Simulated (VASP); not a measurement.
# Rh (Fm-3m) in VASP: a series of runs, part 2 of 2

VASP 6.6.1. The steps go on from the part before.

### Step 3. Single point, PBE

INCAR

```
PREC = Accurate ; ENCUT = 520
EDIFF = 1E-6 ; ISMEAR = 1
SIGMA = 0.1 ; LREAL = F
LASPH = T ; NELM = 100
ALGO = Normal ; ISIF = 2
LWAVE = F ; LCHARG = F
GGA = PE ; NBANDS = 14
```

KPOINTS

```
regular mesh
0
Gamma
  15 15 15
```

POSCAR

```
Rh
1.0
    0.0000000000      1.8978500000      1.8978500000
    1.8978500000      0.0000000000      1.8978500000
    1.8978500000      1.8978500000      0.0000000000
Rh
1
Direct
    0.0000000000      0.0000000000      0.0000000000
```

Potentials or basis: VASP PAW PBE potentials, release 64 (Rh_pv).

The run is started by

```bash
cat potpaw_PBE.64/Rh_pv/POTCAR > POTCAR
mpirun -np 1 vasp_std > vasp.out
```

OUTCAR:

```text
PREC = Accurate
   ENCUT = 520
   EDIFF = 1E-6
   ISMEAR = 1
   LREAL = F
   LASPH = T
   NELM = 100
   ISIF = 2
   GGA = PE

 ion  position               nearest neighbor table
   1  0.000  0.000  0.000-

  LATTYP: Found a face centered cubic cell.
 ALAT       =     3.7957000000

  Lattice vectors:

 A1 = (   0.0000000000,   1.8978500000,   1.8978500000)
 A2 = (   1.8978500000,   0.0000000000,   1.8978500000)
 A3 = (   1.8978500000,   1.8978500000,   0.0000000000)

Analysis of symmetry for initial positions (statically):
=====================================================================
 Subroutine PRICEL returns:
 Original cell was already a primitive cell.

 Routine SETGRP: Setting up the symmetry group for a
 face centered cubic supercell.

 Subroutine GETGRP returns: Found 48 space group operations
 (whereof 48 operations were pure point group operations)
 out of a pool of 48 trial point group operations.

The static configuration has the point symmetry O_h .

Analysis of symmetry for dynamics (positions and initial velocities):
=====================================================================
 Subroutine PRICEL returns:
 Original cell was already a primitive cell.

 Routine SETGRP: Setting up the symmetry group for a
 face centered cubic supercell.

 Subroutine GETGRP returns: Found 48 space group operations
 (whereof 48 operations were pure point group operations)
 out of a pool of 48 trial point group operations.

The dynamic configuration has the point symmetry O_h .

 Subroutine INISYM returns: Found 48 space group operations
 (whereof 48 operations are pure point group operations),
 and found     1 'primitive' translations

----------------------------------------------------------------------------------------

                                     Primitive cell

  volume of cell :      13.6715

  direct lattice vectors                    reciprocal lattice vectors
     0.000000000  1.897850000  1.897850000    -0.263456016  0.263456016  0.263456016
     1.897850000  0.000000000  1.897850000     0.263456016 -0.263456016  0.263456016
     1.897850000  1.897850000  0.000000000     0.263456016  0.263456016 -0.263456016

  length of vectors
     2.683965209  2.683965209  2.683965209     0.456319205  0.456319205  0.456319205

  position of ions in fractional coordinates (direct lattice)
     0.000000000  0.000000000  0.000000000

  ion indices of the primitive-cell ions
   primitive index   ion index
                 1           1

----------------------------------------------------------------------------------------

 KPOINTS: regular mesh

Automatic generation of k-mesh.
 Grid dimensions read from file:
 generate k-points for:   15   15   15

 Generating k-lattice:

  Cartesian coordinates                     Fractional coordinates (reciprocal lattice)
    -0.017563734  0.017563734  0.017563734     0.066666667  0.000000000  0.000000000
     0.017563734 -0.017563734  0.017563734     0.000000000  0.066666667  0.000000000
     0.017563734  0.017563734 -0.017563734     0.000000000  0.000000000  0.066666667

  Length of vectors
     0.030421280  0.030421280  0.030421280

  Shift w.r.t. Gamma in fractional coordinates (k-lattice)
     0.000000000  0.000000000  0.000000000

 Subroutine IBZKPT returns following result:
 ===========================================

 Found    120 irreducible k-points:

 Following reciprocal coordinates:
            Coordinates               Weight
  0.000000  0.000000  0.000000      1.000000
  0.066667  0.000000  0.000000      8.000000
  0.133333  0.000000  0.000000      8.000000
  0.200000  0.000000  0.000000      8.000000
  0.266667  0.000000  0.000000      8.000000
  0.333333  0.000000  0.000000      8.000000
[... 16 lines left out ...]
  0.133333  0.133333  0.000000      6.000000
  0.200000  0.133333  0.000000     24.000000
 [... further k-points ...]
   k-points           NKPTS =    120   k-points in BZ     NKDIM =    120   number of bands    NBANDS=     14
   number of dos      NEDOS =    301   number of ions     NIONS =      1
   total plane-waves  NPLWV =   8000
   dimension x,y,z NGX =    20 NGY =   20 NGZ =   20
   dimension x,y,z NGXF=    40 NGYF=   40 NGZF=   40
   ions per type =               1
   NGX,Y,Z   is equivalent  to a cutoff of  12.39, 12.39, 12.39 a.u.
   NGXF,Y,Z  is equivalent  to a cutoff of  24.78, 24.78, 24.78 a.u.
 SYSTEM =  unknown system
   PREC   = accura    normal or accurate (medium, high low for compatibility)
   ISTART =      0    job   : 0-new  1-cont  2-samecut
   ICHARG =      2    charge: 1-file 2-atom 10-const
   ISPIN  =      1    spin polarized calculation?
   LNONCOLLINEAR =      F non collinear calculations
   LSORBIT =      F    spin-orbit coupling
   LASPH  =      T    aspherical Exc in radial PAW
   ENCUT  =  520.0 eV  38.22 Ry    6.18 a.u.   4.99  4.99  4.99*2*pi/ulx,y,z
   NELM   =    100;   NELMIN=  2; NELMDL= -5     # of ELM steps
   EDIFF  = 0.1E-05   stopping-criterion for ELM
   LREAL  =      F    real-space projection
   EDIFFG = 0.1E-04   stopping-criterion for IOM
   NSW    =      0    number of steps for IOM
   IBRION =     -1    ionic relax: 0-MD 1-quasi-New 2-CG
   NFREE  =      0    steps in history (QN), initial steepest desc. (CG)
   ISIF   =      2    stress and relaxation
   ISYM   =      2    0-nonsym 1-usesym 2-fastsym
   POTIM  = 0.5000    time-step for ionic-motion
   TEBEG  =    0.0;   TEEND  =   0.0 temperature during run
   PSTRESS=    0.0 pullay stress
   NELECT =      15.0000    total number of electrons
   NUPDOWN=      -1.0000    fix difference up-down
   EMIN   =  10.00;   EMAX   =-10.00  energy-range for DOS
   EFERMI =   0.00;   METHOD = LEGACY
   ISMEAR =     1;   SIGMA  =   0.10  broadening in eV -4-tet -1-fermi 0-gaus
   EFERMI_NEDOS =   21; number of points for ismear=-14 and -15
   IALGO  =     38    algorithm
   IMIX   =      4    mixing-type and parameters
     AMIX     =   0.40;   BMIX     =  1.00
     AMIX_MAG =   1.60;   BMIX_MAG =  1.00
  volume/ion in A,a.u.               =      13.67        92.26
  Fermi-wavevector in a.u.,A,eV,Ry     =   1.688496  3.190795 38.790465  2.851019
  Thomas-Fermi vector in A             =   2.770792
   LORBIT       =      0    0 simple, 1 ext, 2 COOP (PROOUT), +10 PAW based schemes
   GGA     = PE    functional components
   LHFCALC =     F    Hartree Fock is set to
   AEXX    =    0.0000 exact exchange contribution
   IVDW    =     0    specifies the selected vdW correction
   LEPSILON=     F    determine dielectric tensor
   LRPA    =     F    only Hartree local field effects (RPA)
 non-spin polarized calculation
 Methfessel and Paxton  Order N= 1 SIGMA  =   0.10
  energy-cutoff  :      520.00
  volume of cell :       13.67
 maximum number of plane-waves:       378
   NGX =  9   NGY =  9   NGZ =  9

 number of electron      15.0000007 magnetization

 Free energy of the ion-electron system (eV)
  ---------------------------------------------------
  ext. energy  EPLUGINS =         0.00000000
  ---------------------------------------------------
  free energy    TOTEN  =        -7.24973694 eV

  energy without entropy =       -7.24969076  energy(sigma->0) =       -7.24972155

 E-fermi :  12.0265     XC(G=0): -14.0697

 val. band max:       12.0261691749   @ k =  -0.4667   0.4000   0.0000
 cond. band min:      12.0441747591   @ k =  -0.4667   0.2667   0.1333
 fundamental gap:      0.0180055843
 Fermi energy:        12.0265359845

 k-point     1 :       0.0000    0.0000    0.0000
  band No.  band energies     occupation
      1     -34.3939      2.00000
      2     -34.3939      2.00000
      3     -34.3939      2.00000
      4       4.0070      2.00000
      5       8.8956      2.00000
      6       8.8956      2.00000
      7       8.8956      2.00000
      8      10.9999      2.00000
      9      10.9999      2.00000
     10      27.9992      0.00000
     11      32.4984      0.00000
     12      33.4938      0.00000
     13      33.4938      0.00000
     14      33.4938      0.00000
[... 375 lines left out ...]
 k-point    24 :       0.2000    0.1333    0.0000
  band No.  band energies     occupation
      1     -34.6062      2.00000
      2     -34.4630      2.00000
      3     -34.4567      2.00000
      4       5.4581      2.00000
      5       8.0535      2.00000
      6       9.5422      2.00000
      7       9.6192      2.00000
      8      10.3144      2.00000
      9      11.3605      2.00000
     10      29.9685      0.00000
     11      30.4495      0.00000
     12      32.4985      0.00000
     13      33.2193      0.00000
     14      33.7227      0.00000

 [... further k-points ...]
[... 5 lines left out ...]
  --------------------------------------------------------------------------------------
  -------------------------------------------------------------------------------------
  Total        0.6404674      0.6404674      0.6404674      0.0000000      0.0000000      0.0000000
  in kB       75.0571278     75.0571278     75.0571278      0.0000000      0.0000000      0.0000000
  external PRESSURE =      75.0571278 kB  Pullay stress =       0.0000000 kB

 VOLUME and BASIS-vectors are now :
 -----------------------------------------------------------------------------
  energy-cutoff  :      520.00
  volume of cell :       13.67
      direct lattice vectors                 reciprocal lattice vectors
     0.000000000  1.897850000  1.897850000    -0.263456016  0.263456016  0.263456016
     1.897850000  0.000000000  1.897850000     0.263456016 -0.263456016  0.263456016
     1.897850000  1.897850000  0.000000000     0.263456016  0.263456016 -0.263456016

 POSITION                                       TOTAL-FORCE (eV/Angst)
 -----------------------------------------------------------------------------------
      0.00000      0.00000      0.00000        -0.000000     -0.000000     -0.000000
 -----------------------------------------------------------------------------------
    total drift:                                0.000000      0.000000      0.000000

  FREE ENERGIE OF THE ION-ELECTRON SYSTEM (eV)
  ---------------------------------------------------
  free  energy   TOTEN  =        -7.2497369439 eV

  energy  without entropy=       -7.2496907609  energy(sigma->0) =       -7.24972155
```

Run time: 25 s. Hardware: 1 thread of Intel Xeon 8259CL, shared host; peak memory 0.14 GiB.

Results:

* Free energy: -7.2497 eV
* Pressure: 7.5 GPa

Levels at points of the mesh, in eV from the Fermi level:
| k point | band 3 | band 4 | band 5 | band 6 | band 7 | band 8 | band 9 | band 10 | band 11 | band 12 |
| --- | --- | --- | --- | --- | --- | --- | --- | --- | --- | --- |
| (0.00, 0.00, 0.00) | -46.42 | -8.02 | -3.13 | -3.13 | -3.13 | -1.03 | -1.03 | 15.97 | 20.47 | 21.47 |
